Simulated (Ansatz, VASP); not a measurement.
**Si in VASP and in Ansatz**

```
CELL_PARAMETERS angstrom
0.00000 2.72783 2.72783
2.72783 0.00000 2.72783
2.72783 2.72783 0.00000
ATOMIC_POSITIONS crystal
Si 0.50000 0.50000 0.50000
Si 0.75000 0.75000 0.75000
```

Alike in both runs: task single point; functional PBE; k mesh 6 × 6 × 6; occupations gaussian, width 0.05 eV; no spin polarisation.

|  | VASP | Ansatz |
| --- | --- | --- |
| version | VASP 6.6.1 | Ansatz 0.2.0 |
| potentials or method | VASP PAW PBE potentials, release 64 (Si), cutoff 520 eV | scalar-relativistic, plane waves, PAW |
| valence electrons in the cell | 8 | 8 |

|  | VASP | Ansatz | Ansatz less VASP |
| --- | --- | --- | --- |
| gap on the k mesh at the Fermi level (eV) | 0.73 | 0.73 | -0.002 |
| least direct gap on the mesh (eV) | 2.56 | 2.55 | -0.005 |
| pressure (GPa) | 0.7 | 0.8 | +0.08 |
